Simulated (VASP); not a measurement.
HfGe, 2 atoms in the cell. Symmetry: Pm-3m, No. 221, cubic system. Conventional cell: a = 3.323 Å, b = 3.323 Å, c = 3.323 Å, α = 90.00°, β = 90.00°, γ = 90.00°. Within 3.8 Å of Hf (site symmetry m-3m) lie 8 Ge at 2.88 Å and 6 Hf at 3.32 Å. Ge (site symmetry m-3m) has 8 Hf at 2.88 Å and 6 Ge at 3.32 Å within 3.8 Å. 

| Quantity | Value |
| --- | --- |
| Program | VASP 6.6.1 |
| Task | single point |
| Functional | PBEsol |
| Potentials or basis | VASP PAW PBE potentials, release 64 (Hf_pv, Ge_d) |
| Cutoff | 500 eV |
| k mesh | 12 × 12 × 12 |
| Occupations | fermi-dirac, width 0.15 eV |
| Spin | no spin polarisation |
| Dipole correction | no |
| Further INCAR settings | ALGO = Normal; EDIFF = 1e-06; NBANDS = 19 |

Potentials or basis: VASP PAW PBE potentials, release 64 (Hf_pv, Ge_d).

Command:

```console
$ cat potpaw_PBE.64/Hf_pv/POTCAR potpaw_PBE.64/Ge_d/POTCAR > POTCAR
$ mpirun -np 1 vasp_std > vasp.out
```

Hardware: 1 thread of AMD EPYC 7R43 64-Core Processor (Zen 3), on a shared host.

Question: Estimate the wall time of this run.

Answer: Run time: 56 s on 1 thread of AMD EPYC 7R43 64-Core Processor (Zen 3), on a shared host, peak memory 0.14 GiB. Counts: scf iterations 12, k points 84.
